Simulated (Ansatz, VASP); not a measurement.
# Os: VASP beside Ansatz

```xyz
1
Lattice="-1.5310 1.5310 1.5310 1.5310 -1.5310 1.5310 1.5310 1.5310 -1.5310" Properties=species:S:1:pos:R:3 pbc="T T T"
Os    0.0000    0.0000    0.0000
```

Alike in both runs: functional PBEsol; k mesh 19 × 19 × 19; occupations fermi-dirac, width 0.05 eV; no spin polarisation.

Ansatz relaxed the structure, and its values are those at the end. VASP's run is a single point on that final structure, the one shown.

```csv
,VASP,Ansatz
version,VASP 6.6.1,Ansatz 0.2.0
potentials or method,"VASP PAW PBE potentials, release 64 (Os)","PAW with Ansatz's default frozen-core files, scalar-relativistic"
plane-wave cutoff (eV),520,420
valence electrons in the cell,8,16
```

Ansatz gave:

```
pressure (GPa) : 0.0
```

**Question.** What did VASP give for the same quantities?

**Answer.** Pressure (GPa): 0.6.

VASP's potentials were made for PBE, not for PBEsol. VASP's potentials hold 8 valence electrons a cell and Ansatz's 16, so a difference there can come from the potentials and not from the codes.

Spin-orbit coupling is off throughout.
